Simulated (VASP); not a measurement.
# CaO (Fm-3m) in VASP: single point with HSE06

Aim: the single point of CaO with HSE06.

Program: VASP 6.6.1. These are calculated values, not measurements. Logs are shortened: lines on timing, memory, paths and dates and some standing lists are left out, and cuts for length are marked.

### 1 The cell of the first run

The structure is cubic, space group Fm-3m (No. 225). Conventional cell: a = 4.831 Å, b = 4.831 Å, c = 4.831 Å, α = 90.00°, β = 90.00°, γ = 90.00°. Ca (site symmetry m-3m) has 6 O at 2.42 Å within 3.2 Å. O (site symmetry m-3m) has 6 Ca at 2.42 Å within 3.2 Å.

### 2 Single point, HSE06

File POSCAR:

```
CaO
1.0
    0.0000000000      2.4154682736      2.4154682736
    2.4154682736      0.0000000000      2.4154682736
    2.4154682736      2.4154682736      0.0000000000
Ca O
1 1
Direct
    0.5000000000      0.5000000000      0.5000000000
    0.0000000000      0.0000000000      0.0000000000
```

File INCAR.step1:

```
SYSTEM = CaO
PREC = Accurate
ENCUT = 520
EDIFF = 1E-5
ISMEAR = 0
SIGMA = 0.02
LREAL = .False.
LASPH = .True.
NELM = 100
ALGO = Normal
ISIF = 2
LWAVE = .True.
LCHARG = .False.
GGA = PE
NBANDS = 15
```

File INCAR.step2:

```
SYSTEM = CaO
PREC = Accurate
ENCUT = 520
EDIFF = 1E-6
ISMEAR = 0
SIGMA = 0.02
LREAL = .False.
LASPH = .True.
NELM = 100
ALGO = Normal
ISIF = 2
LWAVE = .False.
LCHARG = .False.
GGA = PE
LHFCALC = .True.
HFSCREEN = 0.2079
PRECFOCK = Normal
ISTART = 1
NBANDS = 15
```

File KPOINTS:

```
Automatic mesh
0
Gamma
  6 6 6
  0 0 0
```

Potentials or basis: VASP PAW PBE potentials, release 64 (Ca_sv, O).

Command:

```
cat potpaw_PBE.64/Ca_sv/POTCAR potpaw_PBE.64/O/POTCAR > POTCAR
cp INCAR.step1 INCAR
mpirun -np 1 vasp_std > vasp.out
cp INCAR.step2 INCAR
mpirun -np 1 vasp_std > vasp.out
```

OUTCAR:

```text
SYSTEM = CaO
   PREC = Accurate
   ENCUT = 520
   EDIFF = 1E-6
   ISMEAR = 0
   LREAL = .False.
   LASPH = .True.
   NELM = 100
   ISIF = 2
   GGA = PE
   LHFCALC = .True.
   HFSCREEN = 0.2079
   PRECFOCK = Normal
   ISTART = 1

 ion  position               nearest neighbor table
   1  0.500  0.500  0.500-   2 2.42   2 2.42   2 2.42   2 2.42   2 2.42   2 2.42
   2  0.000  0.000  0.000-   1 2.42   1 2.42   1 2.42   1 2.42   1 2.42   1 2.42

  LATTYP: Found a face centered cubic cell.
 ALAT       =     4.8309365472

  Lattice vectors:

 A1 = (   0.0000000000,   2.4154682736,   2.4154682736)
 A2 = (   2.4154682736,   0.0000000000,   2.4154682736)
 A3 = (   2.4154682736,   2.4154682736,   0.0000000000)

Analysis of symmetry for initial positions (statically):
=====================================================================
 Subroutine PRICEL returns:
 Original cell was already a primitive cell.

 Routine SETGRP: Setting up the symmetry group for a
 face centered cubic supercell.

 Subroutine GETGRP returns: Found 48 space group operations
 (whereof 48 operations were pure point group operations)
 out of a pool of 48 trial point group operations.

The static configuration has the point symmetry O_h .

Analysis of symmetry for dynamics (positions and initial velocities):
=====================================================================
 Subroutine PRICEL returns:
 Original cell was already a primitive cell.

 Routine SETGRP: Setting up the symmetry group for a
 face centered cubic supercell.

 Subroutine GETGRP returns: Found 48 space group operations
 (whereof 48 operations were pure point group operations)
 out of a pool of 48 trial point group operations.

The dynamic configuration has the point symmetry O_h .

 Subroutine INISYM returns: Found 48 space group operations
 (whereof 48 operations are pure point group operations),
 and found     1 'primitive' translations

----------------------------------------------------------------------------------------

                                     Primitive cell

  volume of cell :      28.1860

  direct lattice vectors                    reciprocal lattice vectors
     0.000000000  2.415468274  2.415468274    -0.206999200  0.206999200  0.206999200
     2.415468274  0.000000000  2.415468274     0.206999200 -0.206999200  0.206999200
     2.415468274  2.415468274  0.000000000     0.206999200  0.206999200 -0.206999200

  length of vectors
     3.415987992  3.415987992  3.415987992     0.358533131  0.358533131  0.358533131

  position of ions in fractional coordinates (direct lattice)
     0.500000000  0.500000000  0.500000000
     0.000000000  0.000000000  0.000000000

  ion indices of the primitive-cell ions
   primitive index   ion index
                 1           1
                 2           2

----------------------------------------------------------------------------------------

 KPOINTS: Automatic mesh

Automatic generation of k-mesh.
 Grid dimensions read from file:
 generate k-points for:    6    6    6

 Generating k-lattice:

  Cartesian coordinates                     Fractional coordinates (reciprocal lattice)
    -0.034499867  0.034499867  0.034499867     0.166666667  0.000000000  0.000000000
     0.034499867 -0.034499867  0.034499867     0.000000000  0.166666667  0.000000000
     0.034499867  0.034499867 -0.034499867     0.000000000  0.000000000  0.166666667

  Length of vectors
     0.059755522  0.059755522  0.059755522

  Shift w.r.t. Gamma in fractional coordinates (k-lattice)
     0.000000000  0.000000000  0.000000000

 Subroutine IBZKPT returns following result:
 ===========================================

 Found     16 irreducible k-points:

 Following reciprocal coordinates:
            Coordinates               Weight
  0.000000  0.000000  0.000000      1.000000
  0.166667  0.000000  0.000000      8.000000
  0.333333  0.000000  0.000000      8.000000
  0.500000  0.000000  0.000000      4.000000
  0.166667  0.166667  0.000000      6.000000
  0.333333  0.166667  0.000000     24.000000
[... 8 lines left out ...]
 -0.333333  0.333333  0.166667     24.000000
 -0.333333  0.500000  0.166667     12.000000
   k-points           NKPTS =     16   k-points in BZ     NKDIM =    216   number of bands    NBANDS=     15
   number of dos      NEDOS =    301   number of ions     NIONS =      2
   total plane-waves  NPLWV =  21952
   dimension x,y,z NGX =    28 NGY =   28 NGZ =   28
   dimension x,y,z NGXF=    56 NGYF=   56 NGZF=   56
   ions per type =               1   1
   NGX,Y,Z   is equivalent  to a cutoff of  13.63, 13.63, 13.63 a.u.
   NGXF,Y,Z  is equivalent  to a cutoff of  27.25, 27.25, 27.25 a.u.
 SYSTEM =  CaO
   PREC   = accura    normal or accurate (medium, high low for compatibility)
   ISTART =      1    job   : 0-new  1-cont  2-samecut
   ICHARG =      0    charge: 1-file 2-atom 10-const
   ISPIN  =      1    spin polarized calculation?
   LNONCOLLINEAR =      F non collinear calculations
   LSORBIT =      F    spin-orbit coupling
   LASPH  =      T    aspherical Exc in radial PAW
   ENCUT  =  520.0 eV  38.22 Ry    6.18 a.u.   6.35  6.35  6.35*2*pi/ulx,y,z
   NELM   =    100;   NELMIN=  2; NELMDL=  0     # of ELM steps
   EDIFF  = 0.1E-05   stopping-criterion for ELM
   LREAL  =      F    real-space projection
   EDIFFG = 0.1E-04   stopping-criterion for IOM
   NSW    =      0    number of steps for IOM
   IBRION =     -1    ionic relax: 0-MD 1-quasi-New 2-CG
   NFREE  =      0    steps in history (QN), initial steepest desc. (CG)
   ISIF   =      2    stress and relaxation
   ISYM   =      3    0-nonsym 1-usesym 2-fastsym
   POTIM  = 0.5000    time-step for ionic-motion
   TEBEG  =    0.0;   TEEND  =   0.0 temperature during run
   PSTRESS=    0.0 pullay stress
   NELECT =      16.0000    total number of electrons
   NUPDOWN=      -1.0000    fix difference up-down
   EMIN   =  10.00;   EMAX   =-10.00  energy-range for DOS
   EFERMI =   0.00;   METHOD = LEGACY
   ISMEAR =     0;   SIGMA  =   0.02  broadening in eV -4-tet -1-fermi 0-gaus
   EFERMI_NEDOS =   21; number of points for ismear=-14 and -15
   IALGO  =     38    algorithm
   IMIX   =      1    mixing-type and parameters
     AMIX     =   0.40;   BMIX     =  1.00
     AMIX_MAG =   1.60;   BMIX_MAG =  1.00
  volume/ion in A,a.u.               =      14.09        95.10
  Fermi-wavevector in a.u.,A,eV,Ry     =   1.355512  2.561547 24.999533  1.837414
  Thomas-Fermi vector in A             =   2.482594
   LORBIT       =      0    0 simple, 1 ext, 2 COOP (PROOUT), +10 PAW based schemes
   GGA     = PE    functional components
   LHFCALC =     T    Hartree Fock is set to
   PRECFOCK=normal    Normal, Fast or Accurate (Low or Medium for compatibility)
   ENCUT4O =  -1.0   cutoff for four orbital integrals eV
   NKREDX  =     1    reduce k-point grid by
   NKREDY  =     1    reduce k-point grid by
   NKREDZ  =     1    reduce k-point grid by
   AEXX    =    0.2500 exact exchange contribution
   HFSCREEN=    0.2079 screening length (either q_TF or 0.3 A-1)
   HFSCREENC=   0.2079 screening length for correlation (either q_TF or 0.3 A-1)
   ENCUTFOCK=  -1.0 apply spherical cutoff to Coloumb kernel
   IVDW    =     0    specifies the selected vdW correction
   LEPSILON=     F    determine dielectric tensor
   LRPA    =     F    only Hartree local field effects (RPA)
 non-spin polarized calculation
 Gauss-broadening in eV      SIGMA  =   0.02
  energy-cutoff  :      520.00
  volume of cell :       28.19
 maximum number of plane-waves:       769
 NGX is ok and might be reduce to    28
  NGX = 20; NGY = 20; NGZ = 20

 number of electron      15.9999999 magnetization

 Free energy of the ion-electron system (eV)
  ---------------------------------------------------
  ext. energy  EPLUGINS =         0.00000000
  ---------------------------------------------------
  free energy    TOTEN  =       -14.87675622 eV

  energy without entropy =      -14.87675622  energy(sigma->0) =      -14.87675622

 E-fermi :   1.3838     XC(G=0):  -8.5579

 val. band max:        1.2091159330   @ k =   0.0000   0.0000   0.0000
 cond. band min:       6.5046873147   @ k =   0.5000   0.5000   0.0000
 fundamental gap:      5.2955713817
 Fermi energy:         1.3837604655

 k-point     1 :       0.0000    0.0000    0.0000
  band No.  band energies     occupation
      1     -39.0473      2.00000
      2     -18.3477      2.00000
      3     -18.3477      2.00000
      4     -18.3477      2.00000
      5     -15.8000      2.00000
      6       1.2091      2.00000
      7       1.2091      2.00000
      8       1.2091      2.00000
      9       7.2970      0.00000
     10       9.3534      0.00000
     11       9.3534      0.00000
     12       9.3534      0.00000
     13      10.9564      0.00000
     14      10.9564      0.00000
     15      17.7812      0.00000

 k-point     2 :       0.1667    0.0000    0.0000
  band No.  band energies     occupation
      1     -39.0227      2.00000
      2     -18.7380      2.00000
      3     -18.3599      2.00000
      4     -18.3599      2.00000
      5     -15.3820      2.00000
      6       0.3305      2.00000
      7       0.8597      2.00000
      8       0.8597      2.00000
      9       8.4510      0.00000
     10       9.2685      0.00000
     11       9.8505      0.00000
     12       9.8505      0.00000
     13      11.6180      0.00000
     14      11.6180      0.00000
     15      18.8412      0.00000
[... 221 lines left out ...]
      3     -18.6748      2.00000
      4     -18.5425      2.00000
      5     -14.9303      2.00000
      6      -0.6156      2.00000
      7       0.0446      2.00000
      8       0.1487      2.00000
      9       9.5615      0.00000
     10       9.5932      0.00000
     11      11.9404      0.00000
     12      12.5282      0.00000
     13      13.5464      0.00000
     14      16.0755      0.00000
     15      16.8030      0.00000

 k-point    16 :      -0.3333    0.5000    0.1667
  band No.  band energies     occupation
      1     -38.9178      2.00000
      2     -18.8578      2.00000
      3     -18.7651      2.00000
      4     -18.6705      2.00000
      5     -15.1992      2.00000
      6      -0.1202      2.00000
      7       0.0737      2.00000
      8       0.3441      2.00000
      9       7.9542      0.00000
     10      10.8264      0.00000
     11      11.5920      0.00000
     12      13.0353      0.00000
     13      13.1152      0.00000
     14      16.1088      0.00000
     15      16.5720      0.00000

------------------------ aborting loop because EDIFF is reached ----------------------------------------

  FORCE on cell =-STRESS in cart. coord.  units (eV):
  Direction    XX          YY          ZZ          XY          YZ          ZX
  --------------------------------------------------------------------------------------
  -------------------------------------------------------------------------------------
  Total       -0.2758550     -0.2758550     -0.2758550      0.0000000      0.0000000     -0.0000000
  in kB      -15.6804135    -15.6804135    -15.6804135      0.0000000      0.0000000     -0.0000000
  external PRESSURE =     -15.6804135 kB  Pullay stress =       0.0000000 kB

 VOLUME and BASIS-vectors are now :
 -----------------------------------------------------------------------------
  energy-cutoff  :      520.00
  volume of cell :       28.19
      direct lattice vectors                 reciprocal lattice vectors
     0.000000000  2.415468274  2.415468274    -0.206999200  0.206999200  0.206999200
     2.415468274  0.000000000  2.415468274     0.206999200 -0.206999200  0.206999200
     2.415468274  2.415468274  0.000000000     0.206999200  0.206999200 -0.206999200

 POSITION                                       TOTAL-FORCE (eV/Angst)
 -----------------------------------------------------------------------------------
      2.41547      2.41547      2.41547         0.000000     -0.000000      0.000000
      0.00000      0.00000      0.00000        -0.000000      0.000000     -0.000000
 -----------------------------------------------------------------------------------
    total drift:                                0.000000      0.000000      0.000000

  FREE ENERGIE OF THE ION-ELECTRON SYSTEM (eV)
  ---------------------------------------------------
  free  energy   TOTEN  =       -14.8767562222 eV

  energy  without entropy=      -14.8767562222  energy(sigma->0) =      -14.87675622
```

It took 12 min on 1 thread of Intel Xeon 6975P-C (Granite Rapids), shared host; peak memory 0.27 GiB.

Results:

```
Free energy            : -14.8768 eV
Pressure               : -1.6 GPa
Band gap on the k mesh : 5.30 eV (least direct gap 5.72 eV)
```

Caveat: the PAW data sets were made with another functional, which shifts forces and pressure a little.
